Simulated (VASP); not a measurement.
Wanted: the native input for a VASP 6.6.1 run.

* Task: single point
* Functional: PBE
* Potentials or basis: VASP PAW PBE potentials, release 64 (Au)
* Cutoff: 520 eV
* k mesh: 18 × 18 × 10
* Occupations: gaussian, width 0.1 eV
* Spin: no spin polarisation
* Dipole correction: no
* Further INCAR settings: ALGO = Fast; EDIFF = 1e-06; NBANDS = 18

The structure of Au lies in POSCAR:

```
Au
1.0
    2.9169619562      0.0000000000      0.0000000000
   -1.4584809781      2.5261631559      0.0000000000
    0.0000000000      0.0000000000      4.8900307706
Au
2
Direct
    0.3333333333      0.6666666667      0.7500000000
    0.6666666667      0.3333333333      0.2500000000
```

These files were run (other wordings do the same):

INCAR

```
  PREC = Accurate
  ENCUT = 520
  EDIFF = 1E-6
  ISMEAR = 0
  SIGMA = 0.1
  LREAL = F
  LASPH = T
  NELM = 60
  ALGO = Fast
  ISIF = 2
  LWAVE = F
  LCHARG = F
  GGA = PE
  NBANDS = 18
```

KPOINTS

```
Automatic mesh
0
Gamma
  18 18 10
```

Potentials or basis: VASP PAW PBE potentials, release 64 (Au).

Launch:

```sh
$ cat potpaw_PBE.64/Au/POTCAR > POTCAR
$ mpirun -np 1 vasp_std > vasp.out
```

Results of the run:

The pressure is -0.2 GPa and the band gap on the k mesh is zero (band 11 reaches 12.58 eV, above the bottom of band 12 at 6.01 eV).

Caveat: spin-orbit coupling is left out, which moves the levels of the heavy elements.

Run time: 47 s on 1 thread of Intel(R) Xeon(R) Platinum 8488C (Sapphire Rapids), with other jobs on the host, peak memory 0.24 GiB.
